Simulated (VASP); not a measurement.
Runs of VASP 6.6.1 on ZnO. The structure is that of space group P6_3mc (No. 186), or close to it. The cells are those of the table. 

```csv
task,level,cell,k mesh,cutoff (eV),gap on the mesh (eV),pressure (GPa),largest force (eV/Å)
electric field gradients,PBEsol,"a = 3.249, b = 3.249, c = 5.206 Å, angles 90.0, 90.0, 120.0°, 4 atoms",8 × 8 × 5,520,0.69,-0.5,0.07
electric field gradients,r2SCAN,"a = 3.249, b = 3.249, c = 5.206 Å, angles 90.0, 90.0, 120.0°, 4 atoms",8 × 8 × 5,580,1.23,-0.4,0.07
single point,PBEsol,"a = 3.249, b = 3.249, c = 5.206 Å, angles 90.0, 90.0, 120.0°, 4 atoms",8 × 8 × 5,600,0.68,(b),-
single point,PBEsol,"a = 3.230, b = 3.230, c = 5.215 Å, angles 90.0, 90.0, 120.0°, 4 atoms",8 × 8 × 5,600,0.69,(a),-
electric field gradients,PBEsol,"a = 3.249, b = 3.249, c = 5.206 Å, angles 90.0, 90.0, 120.0°, 4 atoms",5 × 5 × 3,520,0.68,-0.5,0.07
single point,PBEsol,"a = 3.227, b = 3.227, c = 5.171 Å, angles 90.0, 90.0, 120.0°, 4 atoms",8 × 8 × 5,600,0.71,2.0,-
single point,PBEsol,"a = 3.271, b = 3.271, c = 5.240 Å, angles 90.0, 90.0, 120.0°, 4 atoms",8 × 8 × 4,600,0.66,-3.4,-
```

Alike in all rows: potentials or basis VASP PAW PBE potentials, release 64 (Zn, O); no spin polarisation; smearing fermi-dirac 0.02 eV.

Q: Fill in the values left out.

A: (a) 0.5; (b) -0.9.

Caveats: some runs use coarse meshes; the PAW data sets were made with another functional, which shifts forces and pressure a little; the cell stands under tension (at least some runs).

